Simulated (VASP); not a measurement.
# CsPbI2Br: single point with LDA

CsPbI2Br:

```
Cs Pb I Br
1.0
     6.37530    0.00000    0.00000
     0.00000    6.37530    0.00000
     0.00000    0.00000    6.02184
Cs Pb I Br
1 1 2 1
Direct
  0.50000 0.50000 0.50000
  0.00000 0.00000 0.00000
  0.00000 0.50000 0.00000
  0.50000 0.00000 0.00000
  0.00000 0.00000 0.50000
```

This cell differs from its parent crystal: strain +0.0100 x Voigt [0, 0, 1, 0, 0, 0].

```json
{
  "Program": "VASP 6.6.1",
  "Task": "single point",
  "Functional": "LDA",
  "Potentials or basis": "VASP PAW LDA potentials, release 64 (Cs_sv, Pb_d, I, Br)",
  "Cutoff": "520 eV",
  "k mesh": "4 × 4 × 6",
  "Occupations": "gaussian, width 0.05 eV",
  "Spin": "no spin polarisation",
  "Dipole correction": "no",
  "Further INCAR settings": "ALGO = Normal; EDIFF = 1e-07; NBANDS = 30"
}
```

* Pressure: -1.8 GPa
* Band gap on the k mesh: 1.38 eV, direct

Stress tensor (GPa, compression positive):
```
-1.66  0.00  0.00
 0.00 -1.66  0.00
 0.00  0.00 -2.22
```

Levels at points of the mesh, in eV from the valence-band top:
```csv
k point,band 18,band 19,band 20,band 21,band 22,band 23,band 24,band 25,band 26,band 27
"(0.00, 0.00, 0.00)",-1.49,-1.24,-1.23,-1.20,-1.20,2.88,3.88,4.27,4.54,4.69
"(0.50, 0.00, 0.00)",-1.48,-1.47,-1.40,-1.29,-0.88,2.16,4.20,4.74,4.87,4.98
"(0.50, 0.50, 0.00)",-1.47,-1.47,-1.35,-0.79,-0.45,1.81,1.81,4.56,5.13,5.32
"(0.00, 0.00, 0.50)",-1.74,-1.43,-1.28,-1.28,-1.17,2.41,4.63,4.65,5.12,5.12
"(0.50, 0.00, 0.50)",-1.62,-1.60,-1.57,-0.95,-0.49,1.81,1.99,4.76,4.92,5.16
"(0.50, 0.50, 0.50)",-1.34,-0.92,-0.92,-0.76,0.00,1.38,1.38,1.47,3.95,4.93
```

It took 120 s on 1 thread of Intel(R) Xeon(R) Platinum 8488C (Sapphire Rapids), on a shared host, peak memory 0.39 GiB.

Caveat: the cell differs from its parent crystal (strain +0.0100 x Voigt [0, 0, 1, 0, 0, 0]); spin-orbit coupling is left out, which moves the levels of the heavy elements. A k mesh can miss the band edges.
